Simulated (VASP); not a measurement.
Input of a VASP 6.6.1 run:

INCAR

```
SYSTEM = HfC
ALGO = Normal ; EDIFF = 1E-6
ENCUT = 520 ; GGA = PE
ISIF = 2 ; ISMEAR = 0
LASPH = .TRUE. ; LCHARG = .FALSE.
LREAL = .FALSE. ; LWAVE = .FALSE.
NBANDS = 14 ; NELM = 80
PREC = Accurate ; SIGMA = 0.1
```

The input KPOINTS:

```
k-points
0
G
  16 16 16
  0 0 0
```

Contents of POSCAR:

```
HfC
1.0
    0.0000000000      2.3257918014      2.3257918014
    2.3257918014      0.0000000000      2.3257918014
    2.3257918014      2.3257918014      0.0000000000
Hf C
1 1
Direct
    0.0000000000      0.0000000000      0.0000000000
    0.5000000000      0.5000000000      0.5000000000
```

Potentials or basis: VASP PAW PBE potentials, release 64 (Hf_pv, C).

Launch:

```console
$ cat potpaw_PBE.64/Hf_pv/POTCAR potpaw_PBE.64/C/POTCAR > POTCAR
$ mpirun -np 1 vasp_std > vasp.out
```

Question: Estimate the pressure.

Answer: -0.7 GPa.

Question: Predict the band gap on the k mesh.

Answer: Zero (band 7 reaches 6.95 eV, above the bottom of band 8 at 5.52 eV).

Caveat: spin-orbit coupling is left out, which moves the levels of the heavy elements.
